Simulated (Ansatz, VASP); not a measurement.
**Two plane-wave programs on Si7B**

The input INCAR:

```
ALGO = Normal
EDIFF = 1E-6
EDIFFG = -0.08
ENCUT = 600
GGA = PE
IBRION = 2
ISIF = 3
ISMEAR = 0
LASPH = T
LCHARG = F
LREAL = F
LWAVE = F
NELM = 60
NSW = 36
PREC = Accurate
SIGMA = 0.2
```

KPOINTS

```
k-points
0
Gamma
  3 3 3
```

Contents of POSCAR:

```
Si7B
1.0
    5.2922902700      0.0000000000      0.0000000000
    0.0000000000      5.2922902700      0.0000000000
    0.0000000000      0.0000000000      5.2922902700
Si B
7 1
Direct
    0.2526152100      0.2526152100      0.2526152100
    0.0000000000      0.5000000000      0.5000000000
    0.5000000000      0.5000000000      0.0000000000
    0.5000000000      0.0000000000      0.5000000000
    0.7473847900      0.2526152100      0.7473847900
    0.7473847900      0.7473847900      0.2526152100
    0.2526152100      0.7473847900      0.7473847900
    0.0000000000      0.0000000000      0.0000000000
```

Input for Ansatz:

```yaml
crystal:
  lattice:
    - [5.29229027, 0.0, 0.0]
    - [0.0, 5.29229027, 0.0]
    - [0.0, 0.0, 5.29229027]
  atoms:
    - { symbol: Si, position: [0.25261521, 0.25261521, 0.25261521] }
    - { symbol: Si, position: [0.0, 0.5, 0.5] }
    - { symbol: Si, position: [0.5, 0.5, 0.0] }
    - { symbol: Si, position: [0.5, 0.0, 0.5] }
    - { symbol: Si, position: [0.74738479, 0.25261521, 0.74738479] }
    - { symbol: Si, position: [0.74738479, 0.74738479, 0.25261521] }
    - { symbol: Si, position: [0.25261521, 0.74738479, 0.74738479] }
    - { symbol: B, position: [0.0, 0.0, 0.0] }
basis:
  ecutwfc: 420
kpoints:
  mp_grid: { grid: [3, 3, 3] }
hamiltonian:
  xc: pbe
scf:
  occupations: { method: gaussian, width: 0.2 }
  lower_state_search: "off"
output:
  forces: true
  stress: true
  eigenvalues: true
relax:
  adjacent_minimum: "off"
  f_tol: 0.08
  max_steps: 16
  cell: { stress_tol: 0.8 }
```

Change from the starting cell: species swapped into the Si7Ge type (P-43m, No. 215).

Alike in both runs: task relaxation of cell and atoms; functional PBE; k mesh 3 × 3 × 3; occupations gaussian, width 0.2 eV; no spin polarisation.

|  | VASP | Ansatz |
| --- | --- | --- |
| version | VASP 6.6.1 | Ansatz 0.2.0 |
| potentials or method | VASP PAW PBE potentials, release 64 (Si, B), cutoff 600 eV | scalar-relativistic, plane waves, PAW |
| valence electrons in the cell | 31 | 31 |

Ansatz gave:

* gap on the k mesh at the Fermi level, each at its own relaxed structure (eV): none
* relaxed volume (Å³/atom): 18.28
* relaxed length of the cell vector where the two differ most in proportion (Å): 5.269

Problem. Which values does VASP return?

Solution. gap on the k mesh at the Fermi level, each at its own relaxed structure (eV): none; relaxed volume (Å³/atom): 18.24; relaxed length of the cell vector where the two differ most in proportion (Å): 5.265.

A gap of «none» marks a metal or a gap that the smearing closes.

The k mesh is coarse, so the values compare programs but aren't converged.
